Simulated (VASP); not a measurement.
# Sn: single point with PBE+D3(BJ)

The system is Sn.

```
Sn
1.0
    -1.85207    1.85229    1.94493
     1.85207   -1.85229    1.94493
     1.85207    1.85229   -1.94493
Sn
1
Direct
  0.00000 0.00000 0.00000
```

This cell differs from its parent crystal: ratio of the length along z to the lengths across it x 0.85, volume and fractional coordinates fixed.

```yaml
Program: VASP 6.6.1
Task: single point
Functional: PBE
Dispersion: D3(BJ)
Potentials_or_basis: VASP PAW PBE potentials, release 64 (Sn_d)
Cutoff: 520 eV
k_mesh: 26 × 26 × 26
Occupations: gaussian, width 0.15 eV
Spin: no spin polarisation
Dipole_correction: no
Further_INCAR_settings: ALGO = Fast; EDIFF = 1e-06; NBANDS = 13
```

```json
{
  "Pressure": "-0.5 GPa",
  "Band gap on the k mesh": "zero (band 7 reaches 16.28 eV, above the bottom of band 8 at 5.86 eV)",
  "Dispersion energy per atom": "-0.392 eV"
}
```

Stress tensor (GPa, compression positive):
```
-0.68  0.00  0.00
 0.00 -0.67  0.00
 0.00  0.00 -0.17
```

Levels at points of the mesh, in eV from the Fermi level:
```tsv
k point	band 5	band 6	band 7	band 8	band 9	band 10
(0.00, 0.00, 0.00)	-21.42	-11.22	7.97	8.20	8.20	11.75
(0.50, 0.00, 0.00)	-21.35	-6.53	-4.56	3.89	5.79	8.33
(0.00, 0.50, 0.00)	-21.35	-6.53	-4.56	3.89	5.79	8.32
(0.50, 0.50, 0.00)	-21.34	-6.21	-4.42	3.29	4.95	7.59
(0.50, 0.50, 0.50)	-21.36	-2.43	-1.09	-0.18	-0.18	3.69
```

Run time: 13 min on 1 thread of Oxide Virtual Turin-like Processor, with other jobs on the host, peak memory 0.78 GiB.

Caveat: spin-orbit coupling is left out, which moves the levels of the heavy elements; pairwise dispersion overbinds metals, which lowers pressure and volume.
